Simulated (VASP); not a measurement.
Set up this calculation in VASP 6.6.1, as the native input.

* Task: single point
* Functional: PBEsol-based screened hybrid with 25 % exact exchange
* Potentials or basis: VASP PAW PBE potentials, release 64 (Ge_d)
* Cutoff: 520 eV
* k mesh: 6 × 6 × 5
* Occupations: fermi-dirac, width 0.05 eV
* Spin: no spin polarisation
* Dipole correction: no
* Grid for exact exchange (PRECFOCK): Normal
* Share of exact exchange: 0.25
* Further INCAR settings: ALGO = Normal; EDIFF = 1e-07; NBANDS = 13
* Screening parameter: 0.207 1/Å

Ge:

```xyz
1
Lattice="1.4112 -2.4440 0.0000 1.4112 2.4440 0.0000 0.0000 0.0000 2.7102" Properties=species:S:1:pos:R:3 pbc="T T T"
Ge    1.4112    0.0000    0.0000
```

This isn't the form of Ge at room conditions, which is diamond.

The input as run:

POSCAR

```
Ge
1.0
    1.4112015457     -2.4440067573      0.0000000000
    1.4112015457      2.4440067573      0.0000000000
    0.0000000000      0.0000000000      2.7102363212
Ge
1
Direct
    0.5000000000      0.5000000000      0.0000000000
```

INCAR.step1

```
  PREC = Accurate
  ENCUT = 520
  EDIFF = 1E-5
  ISMEAR = -1
  SIGMA = 0.05
  LREAL = False
  LASPH = True
  NELM = 60
  ALGO = Normal
  ISIF = 2
  LWAVE = True
  LCHARG = False
  NBANDS = 13
  GGA = PE
```

INCAR.step2

```
  PREC = Accurate
  ENCUT = 520
  EDIFF = 1E-7
  ISMEAR = -1
  SIGMA = 0.05
  LREAL = False
  LASPH = True
  NELM = 60
  ALGO = Normal
  ISIF = 2
  LWAVE = False
  LCHARG = False
  GGA = PS
  LHFCALC = True
  AEXX = 0.25
  HFSCREEN = 0.207
  PRECFOCK = Normal
  NBANDS = 13
  ISTART = 1
```

KPOINTS

```
Automatic mesh
0
Gamma
  6 6 5
```

Potentials or basis: VASP PAW PBE potentials, release 64 (Ge_d).

The run is started by

```bash
$ cat potpaw_PBE.64/Ge_d/POTCAR > POTCAR
$ cp INCAR.step1 INCAR
$ mpirun -np 1 vasp_std > vasp.out
$ cp INCAR.step2 INCAR
$ mpirun -np 1 vasp_std > vasp.out
```

It gave:

```yaml
Pressure: 0.1 GPa
Band_gap_on_the_k_mesh: zero (bands 7 and 8 overlap by 10.78 eV)
```

Caveat: the k points lie up to 0.46 Å⁻¹ apart, too coarse for converged energies and pressures of a metal; the PAW data sets were made with another functional, which shifts forces and pressure a little.

Run time: 18 min on 1 thread of Oxide Virtual Turin-like Processor, with other jobs on the host, peak memory 0.21 GiB.
